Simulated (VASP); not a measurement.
# Ir: relaxation of cell and atoms with PBE+D4

The system is Ir.

```
Ir
1.0
     0.00000    1.91560    1.91560
     1.91560    0.00000    1.91560
     1.91560    1.91560    0.00000
Ir
1
Direct
  0.00000 0.00000 0.00000
```

```
Program                : VASP 6.6.1
Task                   : relaxation of cell and atoms
Functional             : PBE
Dispersion             : D4
Potentials or basis    : VASP PAW PBE potentials, release 64 (Ir)
Cutoff                 : 600 eV
k mesh                 : 12 × 12 × 12
Occupations            : fermi-dirac, width 0.05 eV
Spin                   : no spin polarisation
Dipole correction      : no
Further INCAR settings : ALGO = Normal; EDIFF = 1e-06; IBRION = 2; EDIFFG = -0.01; NSW = 80; ISIF = 3
```

| Quantity | Value |
| --- | --- |
| Relaxed volume | 14.14 Å³/atom |
| Relaxed cell | a = 2.714 Å, b = 2.714 Å, c = 2.714 Å, α = 60.00°, β = 60.00°, γ = 60.00° |
| Space group after relaxing (to 0.05 Å) | Fm-3m (No. 225) |
| Energy gained by relaxing | 0.6 meV/atom |
| Ionic steps | 3 |
| Pressure after relaxing | 0.0 GPa |
| Dispersion energy per atom | -0.924 eV |

Step by step:
```
step  energy change (eV)  largest force (eV/Å)  pressure (GPa)  volume (Å³)
   1              0.0000                0.0000            2.30        14.06
   2              0.0082                0.0000           -8.33        14.47
   3             -0.0006                0.0000           -0.02        14.14
```

Final structure:
```xyz
1
Lattice="0.0000 1.9194 1.9194 1.9194 0.0000 1.9194 1.9194 1.9194 0.0000" Properties=species:S:1:pos:R:3 pbc="T T T"
Ir    0.0000    0.0000    0.0000
```

Levels at points of the mesh, in eV from the Fermi level:
```csv
k point,band 1,band 2,band 3,band 4,band 5,band 6,band 7,band 8
"(0.00, 0.00, 0.00)",-11.15,-3.92,-3.92,-3.92,-1.23,-1.23,14.30,19.88
"(0.50, 0.00, 0.00)",-8.13,-4.03,-4.03,-0.79,0.86,0.86,7.24,13.84
"(0.50, 0.50, 0.00)",-7.95,-7.37,0.83,1.44,1.44,1.67,10.48,11.68
```

Wall time 33 s on 1 thread of Intel Xeon 6975P-C, on a shared host, peak memory 0.15 GiB.

Caveat: spin-orbit coupling is left out, which moves the levels of the heavy elements; pairwise dispersion overbinds metals, which lowers pressure and volume. Zero-point motion and thermal expansion aren't in these numbers.
